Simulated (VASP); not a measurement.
Rb2Ag:

```xyz
3
Lattice="4.3555 0.0000 0.0000 0.0000 4.3555 0.0000 0.0000 0.0000 6.0028" Properties=species:S:1:pos:R:3 pbc="T T T"
Rb    2.1778    2.1778    0.0000
Rb    0.0000    0.0000    3.0014
Ag    0.0000    0.0000    0.0000
```

The cell was built from a structure type or drawn by symmetry, and may not be a known phase.

- Program: VASP 6.6.1
- Task: relaxation of cell and atoms
- Functional: PBE
- Potentials or basis: VASP PAW PBE potentials, release 64 (Rb_sv, Ag)
- Cutoff: 600 eV
- k mesh: 4 × 4 × 4
- Occupations: gaussian, width 0.1 eV
- Spin: no spin polarisation

At the start: pressure 7.9 GPa; volume 37.96 Å³/atom.

Q: How do energy, volume and symmetry change on relaxing?

A: Over 6 steps the energy falls by 401.7 meV/atom and the volume is 63.13 Å³/atom (+66.3 %); space group P4/mmm (No. 123, to 0.1 Å) before and after.

The path:
```
step  energy change (eV)  largest force (eV/Å)  pressure (GPa)  volume (Å³)
   1              0.0000                0.0000            7.94       113.88
   2             -0.9747                0.0000            2.20       147.77
   3             -1.1630                0.0000            0.75       169.15
   4             -1.1449                0.0000           -0.58       217.86
   5             -1.2039                0.0000           -0.09       192.38
   6             -1.2050                0.0000           -0.01       189.39
```

Final structure:
```
CELL_PARAMETERS angstrom
5.08036 0.00000 0.00000
0.00000 5.08036 0.00000
0.00000 0.00000 7.33780
ATOMIC_POSITIONS crystal
Rb 0.50000 0.50000 0.00000
Rb 0.00000 0.00000 0.50000
Ag 0.00000 0.00000 0.00000
```

Caveat: the k points lie up to 0.31 Å⁻¹ apart in the final cell, too coarse for converged energies and pressures of a metal; the volume moved by over 15 % at a fixed basis, so the end points are rough.
